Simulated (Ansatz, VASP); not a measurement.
**One calculation of Hf3Si2F, two programs**

```xyz
6
Lattice="-2.5807 2.5807 4.6287 2.5807 -2.5807 4.6287 2.5807 2.5807 -4.6287" Properties=species:S:1:pos:R:3 pbc="T T T"
Hf    0.0000    2.5807    2.3143
Hf    2.5807    0.0000    2.3143
Hf    0.0000    0.0000    0.0000
Si    0.0000    0.0000    2.8358
Si    0.0000    0.0000    6.4215
F     0.0000    0.0000    4.6287
```

Alike in both runs: functional PBE; k mesh 10 × 10 × 10; occupations gaussian, width 0.1 eV; no spin polarisation.

Ansatz relaxed the structure, and its values are those at the end. VASP's run is a single point on that final structure, the one shown.

|  | VASP | Ansatz |
| --- | --- | --- |
| version | VASP 6.6.1 | Ansatz 0.2.0 |
| potentials or method | VASP PAW PBE potentials, release 64 (Hf_pv, Si, F), cutoff 520 eV | scalar-relativistic, plane waves, PAW |
| valence electrons in the cell | 45 | 93 |

|  | VASP | Ansatz | Ansatz less VASP |
| --- | --- | --- | --- |
| gap on the k mesh at the Fermi level (eV) | none | none | - |
| pressure (GPa) | -0.1 | 0.0 | +0.08 |
| rms of the force components (eV/Å) | 0.016 | 0.000 | -0.0153 |

A gap of «none» marks a metal or a gap that the smearing closes. The functional is the same, so the differences come from potentials, cutoffs and numerics. VASP's potentials hold 45 valence electrons a cell and Ansatz's 93, so a difference there can come from the potentials and not from the codes.

Neither program's run includes spin-orbit coupling.
